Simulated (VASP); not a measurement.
The system is HfC.

```
Hf C
1.0
     3.42554    0.00000    0.00000
    -1.71277    2.96660    0.00000
     0.00000    0.00000    4.77436
Hf C
2 2
Direct
  0.00000 0.00000 0.00000
  0.00000 0.00000 0.50000
  0.33333 0.66667 0.25000
  0.66667 0.33333 0.75000
```

- Program: VASP 6.6.1
- Task: relaxation of cell and atoms
- Functional: PBE
- Potentials or basis: VASP PAW PBE potentials, release 64 (Hf_pv, C)
- Cutoff: 600 eV
- k mesh: 12 × 12 × 8
- Occupations: gaussian, width 0.05 eV
- Spin: no spin polarisation

At the start: pressure 32.7 GPa; volume 12.13 Å³/atom.

Task: How do energy, volume and symmetry change on relaxing?

Result: Over 10 steps the energy falls by 906.9 meV/atom and the volume is 13.27 Å³/atom (+9.4 %); space group P6_3/mmc (No. 194, to 0.1 Å) before and after.

Step by step:
```csv
step,energy change (eV),largest force (eV/Å),pressure (GPa),volume (Å³)
1,0.0000,0.0000,32.73,48.52
2,-1.1078,0.0000,-30.18,64.69
3,-3.4192,0.0000,-13.77,57.33
4,-3.4370,0.0000,-11.49,56.70
5,-3.4608,0.0000,11.03,50.40
6,-3.6251,0.0000,-1.32,53.35
7,-3.6251,0.0000,-1.09,53.29
8,-3.6249,0.0000,1.40,52.76
9,-3.6276,0.0000,0.12,53.03
10,-3.6276,0.0000,-0.06,53.08
```

Final structure:
```xyz
4
Lattice="3.2624 0.0000 0.0000 -1.6312 2.8253 0.0000 0.0000 0.0000 5.7585" Properties=species:S:1:pos:R:3 pbc="T T T"
Hf    0.0000    0.0000    5.7585
Hf    0.0000    0.0000    2.8792
C     0.0000    1.8836    1.4396
C     1.6312    0.9418    4.3188
```

Caveat: a cell axis changed by over 15 % at a fixed basis, so the end point is rough.
